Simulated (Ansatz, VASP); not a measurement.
**Two plane-wave programs on NaGeCl3**

INCAR

```
SYSTEM = NaGeCl3
PREC     = Accurate       ! precision mode
ENCUT    = 520            ! plane-wave cutoff, eV
EDIFF    = 1E-7           ! SCF threshold, eV
ISMEAR   = 0              ! smearing method
SIGMA    = 0.01           ! smearing width, eV
LREAL    = .FALSE.        ! projectors in reciprocal space
LASPH    = .TRUE.         ! aspherical terms in the spheres
NELM     = 60             ! most SCF steps
ALGO     = Normal         ! electronic algorithm
ISIF     = 2              ! what is computed and relaxed
LWAVE    = .FALSE.        ! write WAVECAR
LCHARG   = .FALSE.        ! write CHGCAR
GGA      = PE             ! functional
NBANDS   = 29             ! bands
```

KPOINTS

```
regular mesh
0
G
  4 4 4
  0 0 0
```

Contents of POSCAR:

```
NaGeCl3
1.0
    5.2250606805      0.0000000000      0.0000000000
    0.0000000000      5.2250606805      0.0000000000
    0.0000000000      0.0000000000      5.2250606805
Na Ge Cl
1 1 3
Direct
    0.0000000000      0.0000000000      0.0000000000
    0.5000000000      0.5000000000      0.5000000000
    0.5000000000      0.5000000000      0.0000000000
    0.5000000000      0.0000000000      0.5000000000
    0.0000000000      0.5000000000      0.5000000000
```

Input for Ansatz:

```yaml
crystal:
  lattice:
    - [5.2250606805, 0.0, 0.0]
    - [0.0, 5.2250606805, 0.0]
    - [0.0, 0.0, 5.2250606805]
  atoms:
    - { symbol: Na, position: [0.0, 0.0, 0.0] }
    - { symbol: Ge, position: [0.5, 0.5, 0.5] }
    - { symbol: Cl, position: [0.5, 0.5, 0.0] }
    - { symbol: Cl, position: [0.5, 0.0, 0.5] }
    - { symbol: Cl, position: [0.0, 0.5, 0.5] }
kpoints:
  mp_grid: { grid: [4, 4, 4] }
hamiltonian:
  xc: pbe
scf:
  occupations: { method: fixed }
  n_extra_bands: 5
output:
  forces: true
  stress: true
  eigenvalues: true
```

Alike in both runs: task single point; functional PBE; k mesh 4 × 4 × 4; no spin polarisation.

|  | VASP | Ansatz |
| --- | --- | --- |
| version | VASP 6.6.1 | Ansatz 0.2.0 |
| potentials or method | VASP PAW PBE potentials, release 64 (Na_pv, Ge_d, Cl) | plane waves, PAW |
| plane-wave cutoff (eV) | 520 | 420 |
| occupations | gaussian, width 0.01 eV | fixed |
| valence electrons in the cell | 42 | 44 |

```tsv
	VASP	Ansatz	Ansatz less VASP
gap on the k mesh at the Fermi level (eV)	0.77	0.77	-0.005
pressure (GPa)	0.2	0.2	+0.04
```

VASP's potentials hold 42 valence electrons a cell and Ansatz's 44, so a difference there can come from the potentials and not from the codes.
